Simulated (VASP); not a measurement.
# Ni (Im-3m) in VASP: a series of runs

Ni is run at these levels: LDA, PBEsol; tasks: single point.

Everything below comes from runs of VASP 6.6.1. Logs are shortened: lines on timing, memory, paths and dates and some standing lists are left out, and cuts for length are marked.

**1. The cell of the first run**

It takes space group Im-3m (No. 229, cubic). Conventional cell: a = 2.720 Å, b = 2.720 Å, c = 2.720 Å, α = 90.00°, β = 90.00°, γ = 90.00°. Ni (site symmetry m-3m) has 14 Ni at 2.36 to 2.72 Å within 3.1 Å.

This isn't the form of Ni at room conditions, which is fcc.

**2. Single point, LDA, collinear spin, ferromagnetic start**

Contents of INCAR:

```
PREC = Accurate
ENCUT = 600
EDIFF = 1E-6
ISMEAR = -1
SIGMA = 0.1
LREAL = False
LASPH = True
NELM = 200
ALGO = Normal
ISIF = 2
LWAVE = False
LCHARG = False
ISPIN = 2
MAGMOM = 2
LORBIT = 11
LMAXMIX = 4
GGA = CA
NBANDS = 15
GGA_COMPAT = False
```

Contents of KPOINTS:

```
regular mesh
0
Gamma
  15 15 15
```

Contents of POSCAR:

```
Ni
1.0
   -1.3599795516      1.3599795516      1.3599795516
    1.3599795516     -1.3599795516      1.3599795516
    1.3599795516      1.3599795516     -1.3599795516
Ni
1
Direct
    0.0000000000      0.0000000000      0.0000000000
```

Potentials or basis: VASP PAW LDA potentials, release 64 (Ni).

Started as:

```sh
$ cat potpaw_LDA.64/Ni/POTCAR > POTCAR
$ mpirun -np 1 vasp_std > vasp.out
```

OUTCAR:

```text
PREC = Accurate
   ENCUT = 600
   EDIFF = 1E-6
   ISMEAR = -1
   LREAL = False
   LASPH = True
   NELM = 200
   ISIF = 2
   ISPIN = 2
   LORBIT = 11
   GGA = CA

 ion  position               nearest neighbor table
   1  0.000  0.000  0.000-

  LATTYP: Found a body centered cubic cell.
 ALAT       =     2.7199591032

  Lattice vectors:

 A1 = (  -1.3599795516,   1.3599795516,   1.3599795516)
 A2 = (   1.3599795516,  -1.3599795516,   1.3599795516)
 A3 = (   1.3599795516,   1.3599795516,  -1.3599795516)

Analysis of symmetry for initial positions (statically):
=====================================================================
 Subroutine PRICEL returns:
 Original cell was already a primitive cell.

 Routine SETGRP: Setting up the symmetry group for a
 body centered cubic supercell.

 Subroutine GETGRP returns: Found 48 space group operations
 (whereof 48 operations were pure point group operations)
 out of a pool of 48 trial point group operations.

The static configuration has the point symmetry O_h .

Analysis of symmetry for dynamics (positions and initial velocities):
=====================================================================
 Subroutine PRICEL returns:
 Original cell was already a primitive cell.

 Routine SETGRP: Setting up the symmetry group for a
 body centered cubic supercell.

 Subroutine GETGRP returns: Found 48 space group operations
 (whereof 48 operations were pure point group operations)
 out of a pool of 48 trial point group operations.

The dynamic configuration has the point symmetry O_h .

Analysis of structural, dynamic, and magnetic symmetry:
=====================================================================
 Subroutine PRICEL returns:
 Original cell was already a primitive cell.

 Routine SETGRP: Setting up the symmetry group for a
 body centered cubic supercell.

 Subroutine GETGRP returns: Found 48 space group operations
 (whereof 48 operations were pure point group operations)
 out of a pool of 48 trial point group operations.

The overall configuration has the point symmetry O_h .

 Subroutine INISYM returns: Found 48 space group operations
 (whereof 48 operations are pure point group operations),
 and found     1 'primitive' translations

----------------------------------------------------------------------------------------

                                     Primitive cell

  volume of cell :      10.0614

  direct lattice vectors                    reciprocal lattice vectors
    -1.359979552  1.359979552  1.359979552     0.000000000  0.367652587  0.367652587
     1.359979552 -1.359979552  1.359979552     0.367652587  0.000000000  0.367652587
     1.359979552  1.359979552 -1.359979552     0.367652587  0.367652587  0.000000000

  length of vectors
     2.355553681  2.355553681  2.355553681     0.519939274  0.519939274  0.519939274

  position of ions in fractional coordinates (direct lattice)
     0.000000000  0.000000000  0.000000000

  ion indices of the primitive-cell ions
   primitive index   ion index
                 1           1

----------------------------------------------------------------------------------------

 KPOINTS: regular mesh

Automatic generation of k-mesh.
 Grid dimensions read from file:
 generate k-points for:   15   15   15

 Generating k-lattice:

  Cartesian coordinates                     Fractional coordinates (reciprocal lattice)
     0.000000000  0.024510172  0.024510172     0.066666667  0.000000000  0.000000000
     0.024510172  0.000000000  0.024510172     0.000000000  0.066666667  0.000000000
     0.024510172  0.024510172  0.000000000     0.000000000  0.000000000  0.066666667

  Length of vectors
     0.034662618  0.034662618  0.034662618

  Shift w.r.t. Gamma in fractional coordinates (k-lattice)
     0.000000000  0.000000000  0.000000000

 Subroutine IBZKPT returns following result:
 ===========================================

 Found    120 irreducible k-points:

 Following reciprocal coordinates:
            Coordinates               Weight
  0.000000  0.000000  0.000000      1.000000
  0.066667  0.000000  0.000000     12.000000
  0.133333  0.000000  0.000000     12.000000
  0.200000  0.000000  0.000000     12.000000
  0.266667  0.000000  0.000000     12.000000
  0.333333  0.000000  0.000000     12.000000
[... 16 lines left out ...]
  0.333333  0.200000 -0.000000     48.000000
  0.400000  0.200000  0.000000     24.000000
 [... further k-points ...]
   k-points           NKPTS =    120   k-points in BZ     NKDIM =    120   number of bands    NBANDS=     15
   number of dos      NEDOS =    301   number of ions     NIONS =      1
   total plane-waves  NPLWV =   8000
   dimension x,y,z NGX =    20 NGY =   20 NGZ =   20
   dimension x,y,z NGXF=    40 NGYF=   40 NGZF=   40
   ions per type =               1
   NGX,Y,Z   is equivalent  to a cutoff of  14.12, 14.12, 14.12 a.u.
   NGXF,Y,Z  is equivalent  to a cutoff of  28.23, 28.23, 28.23 a.u.
 SYSTEM =  unknown system
   PREC   = accura    normal or accurate (medium, high low for compatibility)
   ISTART =      0    job   : 0-new  1-cont  2-samecut
   ICHARG =      2    charge: 1-file 2-atom 10-const
   ISPIN  =      2    spin polarized calculation?
   LNONCOLLINEAR =      F non collinear calculations
   LSORBIT =      F    spin-orbit coupling
   LASPH  =      T    aspherical Exc in radial PAW
   ENCUT  =  600.0 eV  44.10 Ry    6.64 a.u.   4.70  4.70  4.70*2*pi/ulx,y,z
   NELM   =    200;   NELMIN=  2; NELMDL= -5     # of ELM steps
   EDIFF  = 0.1E-05   stopping-criterion for ELM
   LREAL  =      F    real-space projection
   EDIFFG = 0.1E-04   stopping-criterion for IOM
   NSW    =      0    number of steps for IOM
   IBRION =     -1    ionic relax: 0-MD 1-quasi-New 2-CG
   NFREE  =      0    steps in history (QN), initial steepest desc. (CG)
   ISIF   =      2    stress and relaxation
   ISYM   =      2    0-nonsym 1-usesym 2-fastsym
   POTIM  = 0.5000    time-step for ionic-motion
   TEBEG  =    0.0;   TEEND  =   0.0 temperature during run
   PSTRESS=    0.0 pullay stress
   NELECT =      10.0000    total number of electrons
   NUPDOWN=      -1.0000    fix difference up-down
   EMIN   =  10.00;   EMAX   =-10.00  energy-range for DOS
   EFERMI =   0.00;   METHOD = LEGACY
   ISMEAR =    -1;   SIGMA  =   0.10  broadening in eV -4-tet -1-fermi 0-gaus
   EFERMI_NEDOS =   21; number of points for ismear=-14 and -15
   IALGO  =     38    algorithm
   IMIX   =      4    mixing-type and parameters
     AMIX     =   0.40;   BMIX     =  1.00
     AMIX_MAG =   1.60;   BMIX_MAG =  1.00
  volume/ion in A,a.u.               =      10.06        67.90
  Fermi-wavevector in a.u.,A,eV,Ry     =   1.633763  3.087365 36.316431  2.669182
  Thomas-Fermi vector in A             =   2.725514
   LORBIT       =     11    0 simple, 1 ext, 2 COOP (PROOUT), +10 PAW based schemes
   GGA     = CA    functional components
   LHFCALC =     F    Hartree Fock is set to
   AEXX    =    0.0000 exact exchange contribution
   IVDW    =     0    specifies the selected vdW correction
   LEPSILON=     F    determine dielectric tensor
   LRPA    =     F    only Hartree local field effects (RPA)
 spin polarized calculation
  energy-cutoff  :      600.00
  volume of cell :       10.06
 maximum number of plane-waves:       358
   NGX =  9   NGY =  9   NGZ =  9

 number of electron      10.0000006 magnetization       0.0100622

 Free energy of the ion-electron system (eV)
  ---------------------------------------------------
  ext. energy  EPLUGINS =         0.00000000
  ---------------------------------------------------
  free energy    TOTEN  =        -6.51238156 eV

  energy without entropy =       -6.45243577  energy(sigma->0) =       -6.48240867

 E-fermi :  10.0399     XC(G=0): -14.0795

 val. band max:       10.0338493176   @ k =  -0.4000  -0.4667   0.2000
 cond. band min:      10.0440972596   @ k =  -0.4000  -0.4667   0.2667
 fundamental gap:      0.0102479420
 Fermi energy:        10.0398854030

 spin component 1

 k-point     1 :       0.0000    0.0000    0.0000
  band No.  band energies     occupation
      1       0.6751      1.00000
      2       7.8795      1.00000
      3       7.8795      1.00000
      4       7.8795      1.00000
      5       9.4118      0.99813
      6       9.4118      0.99813
      7      37.3827      0.00000
      8      37.3827      0.00000
      9      37.3827      0.00000
     10      42.8681      0.00000
     11      42.8681      0.00000
     12      44.4497      0.00000
     13      44.4497      0.00000
     14      44.4497      0.00000
     15      44.9836      0.00000
[... 397 lines left out ...]
 k-point    24 :       0.4000    0.2000    0.0000
  band No.  band energies     occupation
      1       5.9266      1.00000
      2       6.8923      1.00000
      3       7.8513      1.00000
      4       9.3372      0.99911
      5       9.7665      0.93902
      6      13.8877      0.00000
      7      17.6061      0.00000
      8      23.3088      0.00000
      9      30.3733      0.00000
     10      38.3609      0.00000
     11      43.5285      0.00000
     12      46.6465      0.00000
     13      50.3045      0.00000
     14      56.6788      0.00000
     15      57.8658      0.00000

 [... further k-points ...]

 spin component 2

 k-point     1 :       0.0000    0.0000    0.0000
  band No.  band energies     occupation
      1       0.6760      1.00000
      2       7.8900      1.00000
      3       7.8900      1.00000
      4       7.8900      1.00000
      5       9.4209      0.99795
      6       9.4209      0.99795
      7      37.3826      0.00000
      8      37.3826      0.00000
      9      37.3826      0.00000
     10      42.8687      0.00000
     11      42.8687      0.00000
     12      44.4528      0.00000
     13      44.4528      0.00000
     14      44.4528      0.00000
     15      44.9872      0.00000
[... 397 lines left out ...]
 k-point    24 :       0.4000    0.2000    0.0000
  band No.  band energies     occupation
      1       5.9335      1.00000
      2       6.9013      1.00000
      3       7.8579      1.00000
      4       9.3470      0.99902
      5       9.7766      0.93296
      6      13.8931      0.00000
      7      17.6116      0.00000
      8      23.3118      0.00000
      9      30.3753      0.00000
     10      38.3626      0.00000
     11      43.5294      0.00000
     12      46.6487      0.00000
     13      50.3090      0.00000
     14      56.6998      0.00000
     15      57.8663      0.00000

 [... further k-points ...]
[... 5 lines left out ...]
  --------------------------------------------------------------------------------------
  -------------------------------------------------------------------------------------
  Total       -0.0029335     -0.0029335     -0.0029335     -0.0000000     -0.0000000      0.0000000
  in kB       -0.4671385     -0.4671385     -0.4671385     -0.0000000     -0.0000000      0.0000000
  external PRESSURE =      -0.4671385 kB  Pullay stress =       0.0000000 kB

 VOLUME and BASIS-vectors are now :
 -----------------------------------------------------------------------------
  energy-cutoff  :      600.00
  volume of cell :       10.06
      direct lattice vectors                 reciprocal lattice vectors
    -1.359979552  1.359979552  1.359979552     0.000000000  0.367652587  0.367652587
     1.359979552 -1.359979552  1.359979552     0.367652587  0.000000000  0.367652587
     1.359979552  1.359979552 -1.359979552     0.367652587  0.367652587  0.000000000

 POSITION                                       TOTAL-FORCE (eV/Angst)
 -----------------------------------------------------------------------------------
      0.00000      0.00000      0.00000         0.000000     -0.000000      0.000000
 -----------------------------------------------------------------------------------
    total drift:                                0.000000     -0.000000      0.000000

  FREE ENERGIE OF THE ION-ELECTRON SYSTEM (eV)
  ---------------------------------------------------
  free  energy   TOTEN  =        -6.5123815619 eV

  energy  without entropy=       -6.4524357692  energy(sigma->0) =       -6.48240867

 total charge

# of ion       s       p       d       tot
------------------------------------------
    1        0.527   0.559   8.387   9.473

 magnetization (x)

# of ion       s       p       d       tot
------------------------------------------
    1       -0.000  -0.000   0.010   0.009
```

Run time: 24 s. Hardware: 1 thread of Intel Xeon 6975P-C (Granite Rapids), shared host; peak memory 0.15 GiB.

Results:

```yaml
Free_energy: -6.5124 eV
Pressure: 0.0 GPa
Band_gap_on_the_k_mesh: zero (filled and empty bands overlap)
Net_moment: 0.01 μB per cell
Valence_electrons_inside_the_program's_atomic_spheres: Ni 9.47
```

Levels at points of the mesh, in eV from the Fermi level:
Spin up:
| k point | band 2 | band 3 | band 4 | band 5 | band 6 | band 7 | band 8 | band 9 |
| --- | --- | --- | --- | --- | --- | --- | --- | --- |
| (0.00, 0.00, 0.00) | -2.16 | -2.16 | -2.16 | -0.63 | -0.63 | 27.34 | 27.34 | 27.34 |
Spin down:
```
           k point  band 2  band 3  band 4  band 5  band 6  band 7  band 8  band 9
(0.00, 0.00, 0.00)   -2.15   -2.15   -2.15   -0.62   -0.62   27.34   27.34   27.34
```

**3. Single point, PBEsol, collinear spin, ferromagnetic start**

This run uses another cell than the first one, of 10.47 Å³/atom.

Contents of INCAR:

```
SYSTEM = Ni
PREC = Accurate
ENCUT = 600
EDIFF = 1E-6
ISMEAR = -1
SIGMA = 0.1
LREAL = .FALSE.
LASPH = .TRUE.
NELM = 200
ALGO = Normal
ISIF = 2
LWAVE = .FALSE.
LCHARG = .TRUE.
ISPIN = 2
MAGMOM = 2
LORBIT = 11
LMAXMIX = 4
GGA = PS
LELF = .TRUE.
LVHAR = .TRUE.
NBANDS = 15
GGA_COMPAT = .FALSE.
```

Contents of KPOINTS:

```
Automatic mesh
0
G
  15 15 15
  0 0 0
```

Contents of POSCAR:

```
Ni
1.0
   -1.3783391984      1.3783391984      1.3783391984
    1.3783391984     -1.3783391984      1.3783391984
    1.3783391984      1.3783391984     -1.3783391984
Ni
1
Direct
    0.0000000000      0.0000000000      0.0000000000
```

Potentials or basis: VASP PAW PBE potentials, release 64 (Ni).

Started as:

```sh
$ cat potpaw_PBE.64/Ni/POTCAR > POTCAR
$ mpirun -np 1 vasp_std > vasp.out
```

OUTCAR:

```text
SYSTEM = Ni
   PREC = Accurate
   ENCUT = 600
   EDIFF = 1E-6
   ISMEAR = -1
   LREAL = .FALSE.
   LASPH = .TRUE.
   NELM = 200
   ISIF = 2
   ISPIN = 2
   LORBIT = 11
   GGA = PS

 ion  position               nearest neighbor table
   1  0.000  0.000  0.000-

  LATTYP: Found a body centered cubic cell.
 ALAT       =     2.7566783968

  Lattice vectors:

 A1 = (  -1.3783391984,   1.3783391984,   1.3783391984)
 A2 = (   1.3783391984,  -1.3783391984,   1.3783391984)
[... 1071 lines left out ...]
  -------------------------------------------------------------------------------------
  Total       -0.0117120     -0.0117120     -0.0117120      0.0000000      0.0000000      0.0000000
  in kB       -1.7914791     -1.7914791     -1.7914791      0.0000000      0.0000000      0.0000000
  external PRESSURE =      -1.7914791 kB  Pullay stress =       0.0000000 kB

 VOLUME and BASIS-vectors are now :
 -----------------------------------------------------------------------------
  energy-cutoff  :      600.00
  volume of cell :       10.47
      direct lattice vectors                 reciprocal lattice vectors
    -1.378339198  1.378339198  1.378339198     0.000000000  0.362755409  0.362755409
     1.378339198 -1.378339198  1.378339198     0.362755409  0.000000000  0.362755409
     1.378339198  1.378339198 -1.378339198     0.362755409  0.362755409  0.000000000

 POSITION                                       TOTAL-FORCE (eV/Angst)
 -----------------------------------------------------------------------------------
      0.00000      0.00000      0.00000         0.000000      0.000000     -0.000000
 -----------------------------------------------------------------------------------
    total drift:                                0.000000     -0.000000      0.000000

  FREE ENERGIE OF THE ION-ELECTRON SYSTEM (eV)
  ---------------------------------------------------
  free  energy   TOTEN  =        -6.0607289073 eV

  energy  without entropy=       -5.9983482826  energy(sigma->0) =       -6.02953859

 total charge

# of ion       s       p       d       tot
------------------------------------------
    1        0.511   0.529   8.347   9.387

 magnetization (x)

# of ion       s       p       d       tot
------------------------------------------
    1       -0.003  -0.013   0.485   0.469
```

stdout:

```text
POSCAR found type information on POSCAR Ni
 POSCAR found :  1 types and       1 ions
 scaLAPACK will be used
 -----------------------------------------------------------------------------
|                                                                             |
|                                                                             |
|     You enforced a specific xc type in the INCAR file but a different       |
|     I HOPE YOU KNOW WHAT YOU ARE DOING!                                     |
|                                                                             |
 -----------------------------------------------------------------------------

 LDA part: xc-table for (Slater+PW92), standard interpolation
 POSCAR, INCAR and KPOINTS ok, starting setup
 FFT: planning ... GRIDC
 FFT: planning ... GRID_SOFT
 FFT: planning ... GRID
 WAVECAR not read
 entering main loop
```

Wall time 21 s (1 thread of Intel Xeon 6975P-C (Granite Rapids), shared host); peak memory 0.16 GiB.

What came out:

```
Free energy                                           : -6.0607 eV
Pressure                                              : -0.2 GPa
Net moment                                            : 0.47 μB per cell
Site moments                                          : Ni +0.47 μB
Valence electrons inside the program's atomic spheres : Ni 9.39
```

Caveat: the PAW data sets were made with another functional, which shifts forces and pressure a little.
